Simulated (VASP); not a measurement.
Write the native input for VASP 6.6.1 that does the following.

* Task: single point
* Functional: PBE
* Potentials or basis: VASP PAW PBE potentials, release 64 (Ti_sv)
* Cutoff: 520 eV
* k mesh: 14 × 14 × 14
* Occupations: fermi-dirac, width 0.05 eV
* Spin: no spin polarisation
* Dipole correction: no
* Further INCAR settings: ALGO = Normal; EDIFF = 1e-06; NBANDS = 12

The structure of Ti lies in POSCAR:

```
Ti
1.0
   -1.5917700000      1.5917700000      1.6410000000
    1.5917700000     -1.5917700000      1.6410000000
    1.5917700000      1.5917700000     -1.6410000000
Ti
1
Direct
    0.0000000000      0.0000000000      0.0000000000
```

This cell differs from its parent crystal: equal xx and yy strain of -3 %.

The input as run:

INCAR

```
SYSTEM = Ti
PREC = Accurate ; ENCUT = 520
EDIFF = 1E-6 ; ISMEAR = -1
SIGMA = 0.05 ; LREAL = .FALSE.
LASPH = .TRUE. ; NELM = 80
ALGO = Normal ; ISIF = 2
LWAVE = .FALSE. ; LCHARG = .FALSE.
GGA = PE ; NBANDS = 12
```

KPOINTS

```
regular mesh
0
G
  14 14 14
  0 0 0
```

Potentials or basis: VASP PAW PBE potentials, release 64 (Ti_sv).

Command:

```console
$ cat potpaw_PBE.64/Ti_sv/POTCAR > POTCAR
$ mpirun -np 1 vasp_std > vasp.out
```

Results of the run:

```json
{"Pressure": "3.9 GPa", "Band gap on the k mesh": "zero (band 6 reaches 9.54 eV, above the bottom of band 7 at 7.89 eV)"}
```

Caveat: the cell differs from its parent crystal (equal xx and yy strain of -3 %).

It took 72 s on 1 thread of AMD EPYC 7R43 64-Core Processor (Zen 3), with other jobs on the host, peak memory 0.13 GiB.
